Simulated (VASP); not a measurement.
# Au (P6_3/mmc) in VASP: notebook, part 2 of 2

VASP 6.6.1. The steps go on from the part before.

### 4 Single point, LDA (volume scaled by 0.98)

INCAR reads:

```
SYSTEM = Au
PREC     = Accurate       ! precision mode
ENCUT    = 520            ! plane-wave cutoff, eV
EDIFF    = 1E-6           ! SCF threshold, eV
ISMEAR   = -1             ! smearing method
SIGMA    = 0.05           ! smearing width, eV
LREAL    = .False.        ! projectors in reciprocal space
LASPH    = .True.         ! aspherical terms in the spheres
NELM     = 60             ! most SCF steps
ALGO     = Normal         ! electronic algorithm
ISIF     = 2              ! what is computed and relaxed
LWAVE    = .False.        ! write WAVECAR
LCHARG   = .False.        ! write CHGCAR
NBANDS   = 18             ! bands
```

KPOINTS reads:

```
Automatic mesh
0
Gamma
  11 11 6
  0 0 0
```

POSCAR reads:

```
Au
1.0
    2.8805363263      0.0000000000      0.0000000000
   -1.4402681631      2.4946176351      0.0000000000
    0.0000000000      0.0000000000      4.8472473353
Au
2
Direct
    0.6666666667      0.3333333333      0.2500000000
    0.3333333333      0.6666666667      0.7500000000
```

Potentials or basis: VASP PAW LDA potentials, release 64 (Au).

Launch:

```sh
$ cat potpaw_LDA.64/Au/POTCAR > POTCAR
$ mpirun -np 1 vasp_std > vasp.out
```

OUTCAR:

```text
SYSTEM = Au
   PREC = Accurate
   ENCUT = 520
   EDIFF = 1E-6
   ISMEAR = -1
   LREAL = .False.
   LASPH = .True.
   NELM = 60
   ISIF = 2

 ion  position               nearest neighbor table
   1  0.667  0.333  0.250-   2 2.94   2 2.94   2 2.94   2 2.94   2 2.94   2 2.94
   2  0.333  0.667  0.750-   1 2.94   1 2.94   1 2.94   1 2.94   1 2.94   1 2.94

  LATTYP: Found a hexagonal cell.
 ALAT       =     2.8805363263
 C/A-ratio  =     1.6827586207

  Lattice vectors:

 A1 = (   2.8805363263,   0.0000000000,   0.0000000000)
 A2 = (  -1.4402681631,   2.4946176351,   0.0000000000)
 A3 = (   0.0000000000,   0.0000000000,   4.8472473353)

Analysis of symmetry for initial positions (statically):
=====================================================================
 Subroutine PRICEL returns:
 Original cell was already a primitive cell.

 Routine SETGRP: Setting up the symmetry group for a
 hexagonal supercell.

 Subroutine GETGRP returns: Found 24 space group operations
 (whereof 12 operations were pure point group operations)
 out of a pool of 24 trial point group operations.

The static configuration has the point symmetry D_3d.
 The point group associated with its full space group is D_6h.

Analysis of symmetry for dynamics (positions and initial velocities):
=====================================================================
 Subroutine PRICEL returns:
 Original cell was already a primitive cell.

 Routine SETGRP: Setting up the symmetry group for a
 hexagonal supercell.

 Subroutine GETGRP returns: Found 24 space group operations
 (whereof 12 operations were pure point group operations)
 out of a pool of 24 trial point group operations.

The dynamic configuration has the point symmetry D_3d.
 The point group associated with its full space group is D_6h.

 Subroutine INISYM returns: Found 24 space group operations
 (whereof 12 operations are pure point group operations),
 and found     1 'primitive' translations

----------------------------------------------------------------------------------------

                                     Primitive cell

  volume of cell :      34.8315

  direct lattice vectors                    reciprocal lattice vectors
     2.880536326  0.000000000  0.000000000     0.347157573  0.200431518  0.000000000
    -1.440268163  2.494617635  0.000000000     0.000000000  0.400863036  0.000000000
     0.000000000  0.000000000  4.847247335     0.000000000  0.000000000  0.206302656

  length of vectors
     2.880536326  2.880536326  4.847247335     0.400863036  0.400863036  0.206302656

  position of ions in fractional coordinates (direct lattice)
     0.666666667  0.333333333  0.250000000
     0.333333333  0.666666667  0.750000000

  ion indices of the primitive-cell ions
   primitive index   ion index
                 1           1
                 2           2

----------------------------------------------------------------------------------------

 KPOINTS: Automatic mesh

Automatic generation of k-mesh.
 Grid dimensions read from file:
 generate k-points for:   11   11    6

 Generating k-lattice:

  Cartesian coordinates                     Fractional coordinates (reciprocal lattice)
     0.031559779  0.018221047  0.000000000     0.090909091 -0.000000000  0.000000000
     0.000000000  0.036442094  0.000000000     0.000000000  0.090909091  0.000000000
     0.000000000  0.000000000  0.034383776     0.000000000  0.000000000  0.166666667

  Length of vectors
     0.036442094  0.036442094  0.034383776

  Shift w.r.t. Gamma in fractional coordinates (k-lattice)
     0.000000000  0.000000000  0.000000000

 Subroutine IBZKPT returns following result:
 ===========================================

 Found     64 irreducible k-points:

 Following reciprocal coordinates:
            Coordinates               Weight
  0.000000  0.000000  0.000000      1.000000
  0.090909  0.000000  0.000000      6.000000
  0.181818  0.000000  0.000000      6.000000
  0.272727  0.000000  0.000000      6.000000
  0.363636  0.000000  0.000000      6.000000
  0.454545  0.000000  0.000000      6.000000
[... 16 lines left out ...]
  0.090909  0.090909  0.166667     12.000000
  0.181818  0.090909  0.166667     24.000000
 [... further k-points ...]
   k-points           NKPTS =     64   k-points in BZ     NKDIM =     64   number of bands    NBANDS=     18
   number of dos      NEDOS =    301   number of ions     NIONS =      2
   total plane-waves  NPLWV =  20736
   dimension x,y,z NGX =    24 NGY =   24 NGZ =   36
   dimension x,y,z NGXF=    48 NGYF=   48 NGZF=   72
   ions per type =               2
   NGX,Y,Z   is equivalent  to a cutoff of  13.85, 13.85, 12.35 a.u.
   NGXF,Y,Z  is equivalent  to a cutoff of  27.70, 27.70, 24.69 a.u.
 SYSTEM =  Au
   PREC   = accura    normal or accurate (medium, high low for compatibility)
   ISTART =      0    job   : 0-new  1-cont  2-samecut
   ICHARG =      2    charge: 1-file 2-atom 10-const
   ISPIN  =      1    spin polarized calculation?
   LNONCOLLINEAR =      F non collinear calculations
   LSORBIT =      F    spin-orbit coupling
   LASPH  =      T    aspherical Exc in radial PAW
   ENCUT  =  520.0 eV  38.22 Ry    6.18 a.u.   5.36  5.36  9.01*2*pi/ulx,y,z
   NELM   =     60;   NELMIN=  2; NELMDL= -5     # of ELM steps
   EDIFF  = 0.1E-05   stopping-criterion for ELM
   LREAL  =      F    real-space projection
   EDIFFG = 0.1E-04   stopping-criterion for IOM
   NSW    =      0    number of steps for IOM
   IBRION =     -1    ionic relax: 0-MD 1-quasi-New 2-CG
   NFREE  =      0    steps in history (QN), initial steepest desc. (CG)
   ISIF   =      2    stress and relaxation
   ISYM   =      2    0-nonsym 1-usesym 2-fastsym
   POTIM  = 0.5000    time-step for ionic-motion
   TEBEG  =    0.0;   TEEND  =   0.0 temperature during run
   PSTRESS=    0.0 pullay stress
   NELECT =      22.0000    total number of electrons
   NUPDOWN=      -1.0000    fix difference up-down
   EMIN   =  10.00;   EMAX   =-10.00  energy-range for DOS
   EFERMI =   0.00;   METHOD = LEGACY
   ISMEAR =    -1;   SIGMA  =   0.05  broadening in eV -4-tet -1-fermi 0-gaus
   EFERMI_NEDOS =   21; number of points for ismear=-14 and -15
   IALGO  =     38    algorithm
   IMIX   =      4    mixing-type and parameters
     AMIX     =   0.40;   BMIX     =  1.00
     AMIX_MAG =   1.60;   BMIX_MAG =  1.00
  volume/ion in A,a.u.               =      17.42       117.53
  Fermi-wavevector in a.u.,A,eV,Ry     =   1.404618  2.654343 26.843636  1.972952
  Thomas-Fermi vector in A             =   2.527162
   LORBIT       =      0    0 simple, 1 ext, 2 COOP (PROOUT), +10 PAW based schemes
   GGA     = CA    functional components
   LHFCALC =     F    Hartree Fock is set to
   AEXX    =    0.0000 exact exchange contribution
   IVDW    =     0    specifies the selected vdW correction
   LEPSILON=     F    determine dielectric tensor
   LRPA    =     F    only Hartree local field effects (RPA)
 non-spin polarized calculation
  energy-cutoff  :      520.00
  volume of cell :       34.83
 maximum number of plane-waves:       966
 NGX is ok and might be reduce to    24
   NGX = 11   NGY = 11   NGZ = 19

 number of electron      22.0000003 magnetization

 Free energy of the ion-electron system (eV)
  ---------------------------------------------------
  ext. energy  EPLUGINS =         0.00000000
  ---------------------------------------------------
  free energy    TOTEN  =        -8.84394530 eV

  energy without entropy =       -8.83535647  energy(sigma->0) =       -8.83965089

 E-fermi :   8.8710     XC(G=0): -12.8570

 val. band max:        8.8634185644   @ k =   0.1818   0.1818   0.3333
 cond. band min:       8.8962591122   @ k =   0.2727   0.1818   0.5000
 fundamental gap:      0.0328405477
 Fermi energy:         8.8710000149

 k-point     1 :       0.0000    0.0000    0.0000
  band No.  band energies     occupation
      1      -0.7672      2.00000
      2       1.6684      2.00000
      3       4.1376      2.00000
      4       4.4322      2.00000
      5       4.4322      2.00000
      6       4.7320      2.00000
[... 10 lines left out ...]
     17      27.1379      0.00000
     18      27.1379      0.00000
[... 463 lines left out ...]
 k-point    24 :       0.1818    0.0909    0.1667
  band No.  band energies     occupation
      1       1.0396      2.00000
      2       2.7929      2.00000
      3       3.6957      2.00000
      4       3.7989      2.00000
      5       4.2304      2.00000
      6       4.6700      2.00000
[... 10 lines left out ...]
     17      24.9043      0.00000
     18      26.2049      0.00000

 [... further k-points ...]

------------------------ aborting loop because EDIFF is reached ----------------------------------------

  FORCE on cell =-STRESS in cart. coord.  units (eV):
  Direction    XX          YY          ZZ          XY          YZ          ZX
  --------------------------------------------------------------------------------------
  -------------------------------------------------------------------------------------
  Total       -1.6240115     -1.6240115     -1.7406517     -0.0000000      0.0000000     -0.0000000
  in kB      -74.7011289    -74.7011289    -80.0663303     -0.0000000      0.0000000     -0.0000000
  external PRESSURE =     -76.4895294 kB  Pullay stress =       0.0000000 kB

 VOLUME and BASIS-vectors are now :
 -----------------------------------------------------------------------------
  energy-cutoff  :      520.00
  volume of cell :       34.83
      direct lattice vectors                 reciprocal lattice vectors
     2.880536326  0.000000000  0.000000000     0.347157573  0.200431518  0.000000000
    -1.440268163  2.494617635  0.000000000     0.000000000  0.400863036  0.000000000
     0.000000000  0.000000000  4.847247335     0.000000000  0.000000000  0.206302656

 POSITION                                       TOTAL-FORCE (eV/Angst)
 -----------------------------------------------------------------------------------
      1.44027      0.83154      1.21181        -0.000000      0.000000      0.000000
     -0.00000      1.66308      3.63544         0.000000      0.000000      0.000000
 -----------------------------------------------------------------------------------
    total drift:                               -0.000000      0.000000     -0.000000

  FREE ENERGIE OF THE ION-ELECTRON SYSTEM (eV)
  ---------------------------------------------------
  free  energy   TOTEN  =        -8.8439453046 eV

  energy  without entropy=       -8.8353564700  energy(sigma->0) =       -8.83965089
```

Wall time 38 s (1 thread of Intel Xeon 6975P-C, shared host); peak memory 0.16 GiB.

What came out:

* Free energy: -8.8439 eV
* Pressure: -7.6 GPa
* Band gap on the k mesh: zero (band 11 reaches 12.58 eV, above the bottom of band 12 at 6.30 eV)

Levels at points of the mesh, in eV from the Fermi level:
```csv
k point,band 8,band 9,band 10,band 11,band 12,band 13,band 14,band 15
"(0.00, 0.00, 0.00)",-3.45,-3.45,-2.12,-2.12,-1.06,2.57,14.63,15.66
"(0.00, 0.00, 0.50)",-4.47,-2.57,-2.57,-2.57,-2.57,10.46,10.46,14.91
```

Caveat: spin-orbit coupling is left out, which moves the levels of the heavy elements.

### 5 The runs side by side

```tsv
cell	gap on the mesh (eV)	pressure (GPa)
a = 2.841, b = 2.841, c = 4.780 Å, angles 90.0, 90.0, 120.0°, 2 atoms	none	-0.7
a = 2.861, b = 2.861, c = 4.814 Å, angles 90.0, 90.0, 120.0°, 2 atoms	none	-4.4
a = 2.881, b = 2.881, c = 4.847 Å, angles 90.0, 90.0, 120.0°, 2 atoms	none	-7.6
```

Alike in all rows: task single point; level LDA; potentials or basis VASP PAW LDA potentials, release 64 (Au); no spin polarisation; k mesh 11 × 11 × 6; cutoff (eV) 520; smearing fermi-dirac 0.05 eV.

Caveats: spin-orbit coupling is left out, which moves the levels of the heavy elements.

Total energies depend on the potentials used, so only differences within one code and one set of settings carry meaning.
